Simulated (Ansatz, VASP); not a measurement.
One calculation of ZnO, two programs

The input POSCAR:

```
ZnO
1.0
    0.0000000000      2.1337703963      2.1337703963
    2.1685508538      0.0000000000      2.1337703963
    2.1685508538      2.1337703963      0.0000000000
Zn O
1 1
Direct
    0.0000000000      0.0000000000      0.0000000000
    0.5000000000      0.5000000000      0.5000000000
```

Contents of INCAR.step1:

```
SYSTEM = ZnO
PREC     = Accurate       ! precision mode
ENCUT    = 910            ! plane-wave cutoff, eV
ISMEAR   = 0              ! smearing method
SIGMA    = 0.01           ! smearing width, eV
LREAL    = .False.        ! projectors in reciprocal space
LASPH    = .True.         ! aspherical terms in the spheres
NELM     = 120            ! most SCF steps
NBANDS   = 16             ! bands
GGA      = PE             ! functional
ALGO     = Normal         ! electronic algorithm
EDIFF    = 1E-5           ! SCF threshold, eV
LWAVE    = .True.         ! write WAVECAR
LCHARG   = .False.        ! write CHGCAR
GGA_COMPAT= .False.
```

The input INCAR.step2:

```
SYSTEM = ZnO
PREC     = Accurate       ! precision mode
ENCUT    = 910            ! plane-wave cutoff, eV
EDIFF    = 1E-6           ! SCF threshold, eV
ISMEAR   = 0              ! smearing method
SIGMA    = 0.01           ! smearing width, eV
LREAL    = .False.        ! projectors in reciprocal space
LASPH    = .True.         ! aspherical terms in the spheres
NELM     = 120            ! most SCF steps
ALGO     = Normal         ! electronic algorithm
ISIF     = 2              ! what is computed and relaxed
LWAVE    = .False.        ! write WAVECAR
LCHARG   = .True.         ! write CHGCAR
METAGGA  = R2SCAN         ! meta-GGA
LMIXTAU  = .True.       
LELF     = .True.         ! ELF
LVHAR    = .True.       
NBANDS   = 16             ! bands
ISTART   = 1            
GGA_COMPAT= .False.
```

KPOINTS

```
regular mesh
0
Gamma
  10 10 10
  0 0 0
```

Input for Ansatz:

```yaml
crystal:
  lattice:
    - [0.0, 2.1337703963, 2.1337703963]
    - [2.1685508538, 0.0, 2.1337703963]
    - [2.1685508538, 2.1337703963, 0.0]
  atoms:
    - { symbol: Zn, position: [0.0, 0.0, 0.0] }
    - { symbol: O, position: [0.5, 0.5, 0.5] }
kpoints:
  mp_grid: { grid: [10, 10, 10] }
  band_path:
    path:
      - [0.0, 0.0, 0.0]
      - [0.5, 0.0, 0.5]
      - [0.625, 0.25, 0.625]
      - [0.375, 0.375, 0.75]
      - [0.5, 0.5, 0.5]
      - [0.5, 0.25, 0.75]
    npoints: 1
hamiltonian:
  xc: r2scan
scf:
  occupations: { method: fixed }
  n_extra_bands: 4
output:
  forces: true
  stress: true
  eigenvalues: true
```

Change from the starting cell: uniaxial_x strain +1.6%.

Alike in both runs: task single point; functional r2SCAN; k mesh 10 × 10 × 10; no spin polarisation.

|  | VASP | Ansatz |
| --- | --- | --- |
| version | VASP 6.6.1 | Ansatz 0.2.0 |
| potentials or method | VASP PAW PBE potentials, release 64 (Zn, O_h) | plane waves, PAW |
| plane-wave cutoff (eV) | 910 | 500 |
| occupations | gaussian, width 0.01 eV | fixed |
| valence electrons in the cell | 18 | 18 |

|  | VASP | Ansatz | Ansatz less VASP |
| --- | --- | --- | --- |
| gap on the k mesh at the Fermi level (eV) | 1.42 | 1.44 | +0.018 |

VASP's potentials were made for PBE, not for r2SCAN.

Noted on VASP's run: the cutoff is short for stress, so the pressure is rough.
